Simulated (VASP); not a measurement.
Input of a VASP 6.6.1 run:

Contents of INCAR:

```
  PREC = Accurate
  ENCUT = 520
  EDIFF = 1E-6
  ISMEAR = -1
  SIGMA = 0.05
  LREAL = F
  LASPH = T
  NELM = 80
  ALGO = Normal
  ISIF = 2
  LWAVE = F
  LCHARG = F
  GGA = PE
  NBANDS = 19
```

The input KPOINTS:

```
Automatic mesh
0
Gamma
  13 13 7
```

File POSCAR:

```
Ti
1.0
    2.9384094506      0.0000000000      0.0000000000
   -1.4692047253      2.5447372309      0.0000000000
    0.0000000000      0.0000000000      4.6529805423
Ti
2
Direct
    0.3333333333      0.6666666667      0.2500000000
    0.6666666667      0.3333333333      0.7500000000
```

Potentials or basis: VASP PAW PBE potentials, release 64 (Ti_sv).

Command:

```sh
$ cat potpaw_PBE.64/Ti_sv/POTCAR > POTCAR
$ mpirun -np 1 vasp_std > vasp.out
```

What does it give for the pressure?

-0.2 GPa.

Estimate the band gap on the k mesh.

zero (band 12 reaches 9.09 eV, above the bottom of band 13 at 7.99 eV).
